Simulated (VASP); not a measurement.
Set up this calculation in VASP 6.6.1, as the native input.

- Task: single point
- Functional: PBE
- Potentials or basis: VASP PAW PBE potentials, release 64 (Cu, N)
- Cutoff: 600 eV
- k mesh: 8 × 8 × 8
- Occupations: gaussian, width 0.01 eV
- Spin: no spin polarisation
- Dipole correction: no
- Further INCAR settings: ALGO = Normal; EDIFF = 1e-06; NBANDS = 27

The structure of Cu3N (copper nitride) lies in POSCAR:

```
Cu3N
1.0
    3.8200000000      0.0000000000      0.0000000000
    0.0000000000      3.8200000000      0.0000000000
    0.0000000000      0.0000000000      3.8200000000
Cu N
3 1
Direct
    0.5000000000      0.0000000000      0.0000000000
    0.0000000000      0.5000000000      0.0000000000
    0.0000000000      0.0000000000      0.5000000000
    0.0000000000      0.0000000000      0.0000000000
```

The input as run:

INCAR

```
PREC = Accurate
ENCUT = 600
EDIFF = 1E-6
ISMEAR = 0
SIGMA = 0.01
LREAL = F
LASPH = T
NELM = 120
ALGO = Normal
ISIF = 2
LWAVE = F
LCHARG = F
GGA = PE
NBANDS = 27
GGA_COMPAT = F
```

KPOINTS

```
Automatic mesh
0
Gamma
  8 8 8
```

Potentials or basis: VASP PAW PBE potentials, release 64 (Cu, N).

The run is started by

```bash
$ cat potpaw_PBE.64/Cu/POTCAR potpaw_PBE.64/N/POTCAR > POTCAR
$ mpirun -np 1 vasp_std > vasp.out
```

It gave:

| Quantity | Value |
| --- | --- |
| Pressure | 1.5 GPa |
| Band gap on the k mesh | 0.23 eV, indirect (least direct gap 0.76 eV) |

Run time: 44 s on 1 thread of Intel(R) Xeon(R) Platinum 8259CL CPU @ 2.50GHz (Skylake/Cascade Lake) (shared host), peak memory 0.2 GiB.
